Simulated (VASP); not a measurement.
PbSe2, 3 atoms in the cell. Symmetry: R-3m, No. 166, trigonal system. Conventional cell: a = 4.105 Å, b = 4.105 Å, c = 17.053 Å, α = 90.00°, β = 90.00°, γ = 120.00°. Pb (site symmetry -3m) has 8 Se at 2.94 to 3.95 Å and 6 Pb at 4.11 Å within 4.2 Å. Within 4.3 Å of Se (site symmetry 3m) lie 4 Pb at 2.94 to 3.95 Å and 12 Se at 3.24 to 4.20 Å. 

| Quantity | Value |
| --- | --- |
| Program | VASP 6.6.1 |
| Task | single point |
| Functional | PBE |
| Potentials or basis | VASP PAW PBE potentials, release 64 (Pb_d, Se) |
| Cutoff | 500 eV |
| k mesh | 10 × 10 × 10 |
| Occupations | gaussian, width 0.05 eV |
| Spin | no spin polarisation |
| Dipole correction | no |
| Further INCAR settings | ALGO = Normal; EDIFF = 1e-06; NBANDS = 20 |

Potentials or basis: VASP PAW PBE potentials, release 64 (Pb_d, Se).

Run with:

```bash
$ cat potpaw_PBE.64/Pb_d/POTCAR potpaw_PBE.64/Se/POTCAR > POTCAR
$ mpirun -np 1 vasp_std > vasp.out
```

Hardware: 1 thread of Intel Xeon 8259CL, on a shared host.

Question: How long does it take, and how much memory?

Answer: Run time: 9.9 min on 1 thread of Intel Xeon 8259CL, on a shared host, peak memory 0.44 GiB. Counts: scf iterations 12, k points 116.
